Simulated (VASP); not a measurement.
Input of a VASP 6.6.1 run:

INCAR

```
SYSTEM = Sn2PW3
PREC = Accurate ; ENCUT = 600
EDIFF = 1E-7 ; ISMEAR = 0
SIGMA = 0.1 ; LREAL = .False.
LASPH = .True. ; NELM = 80
ALGO = Normal ; ISIF = 3
LWAVE = .False. ; LCHARG = .False.
GGA = PE ; IBRION = 2
NSW = 90 ; EDIFFG = -0.04
```

File KPOINTS:

```
Automatic mesh
0
Gamma
  3 3 4
  0 0 0
```

The input POSCAR:

```
Sn2PW3
1.0
    5.8868179600      0.0000000000      0.0000000000
   -2.9434089800      5.0981339000      0.0000000000
    0.0000000000      0.0000000000      4.4717017700
Sn P W
2 1 3
Direct
    0.6666666700      0.3333333300      0.0000000000
    0.3333333300      0.6666666700      0.0000000000
    0.0000000000      0.0000000000      0.0000000000
    0.5000000000      0.5000000000      0.5000000000
    0.5000000000      0.0000000000      0.5000000000
    0.0000000000      0.5000000000      0.5000000000
```

Potentials or basis: VASP PAW PBE potentials, release 64 (Sn_d, P, W_sv).

The run is started by

```bash
$ cat potpaw_PBE.64/Sn_d/POTCAR potpaw_PBE.64/P/POTCAR potpaw_PBE.64/W_sv/POTCAR > POTCAR
$ mpirun -np 1 vasp_std > vasp.out
```

Predict the space group after relaxing (to 0.1 Å).

P6/mmm (No. 191).

Estimate the relaxed cell.

a = 5.435 Å, b = 5.435 Å, c = 4.768 Å, α = 90.00°, β = 90.00°, γ = 120.00°.

Predict the band gap on the k mesh.

zero (an odd number of electrons rules out a gap without spin polarisation).

Predict the relaxed volume.

20.33 Å³/atom.

Final structure:
```
Sn P W
1.0
     5.43461    0.00000    0.00000
    -2.71731    4.70651    0.00000
     0.00000    0.00000    4.76844
Sn P W
2 1 3
Cartesian
  2.7173 1.5688 0.0000
  0.0000 3.1377 0.0000
  0.0000 0.0000 0.0000
  1.3587 2.3533 2.3842
  2.7173 0.0000 2.3842
  -1.3587 2.3533 2.3842
```

Caveat: the k points lie up to 0.44 Å⁻¹ apart in the final cell, too coarse for converged energies and pressures of a metal; spin-orbit coupling is left out, which moves the levels of the heavy elements.
